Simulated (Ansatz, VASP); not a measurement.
One calculation of ZnAu, two programs

```xyz
2
Lattice="3.0486 0.0000 0.0000 0.0000 3.0486 0.0000 0.0000 0.0000 3.3535" Properties=species:S:1:pos:R:3 pbc="T T T"
Zn    1.5243    1.5243    1.6767
Au    0.0000    0.0000    0.0000
```

Alike in both runs: task single point; functional PBEsol; k mesh 16 × 16 × 16; occupations gaussian, width 0.15 eV; no spin polarisation.

|  | VASP | Ansatz |
| --- | --- | --- |
| version | VASP 6.6.1 | Ansatz 0.2.0 |
| potentials or method | VASP PAW PBE potentials, release 64 (Zn, Au), cutoff 520 eV | scalar-relativistic, plane waves, PAW |
| valence electrons in the cell | 23 | 31 |

|  | VASP | Ansatz | Ansatz less VASP |
| --- | --- | --- | --- |
| gap on the k mesh at the Fermi level (eV) | none | none | - |
| pressure (GPa) | -2.2 | -2.3 | -0.16 |
| traceless stress, the component that is largest in VASP (GPa) | -0.27 | -0.30 | -0.033 |

VASP's potentials were made for PBE, not for PBEsol. A gap of «none» marks a metal or a gap that the smearing closes. With one functional, cell and mesh, what is left measures potentials, basis and numerics. VASP's potentials hold 23 valence electrons a cell and Ansatz's 31, so a difference there can come from the potentials and not from the codes.

Spin-orbit coupling is off throughout.
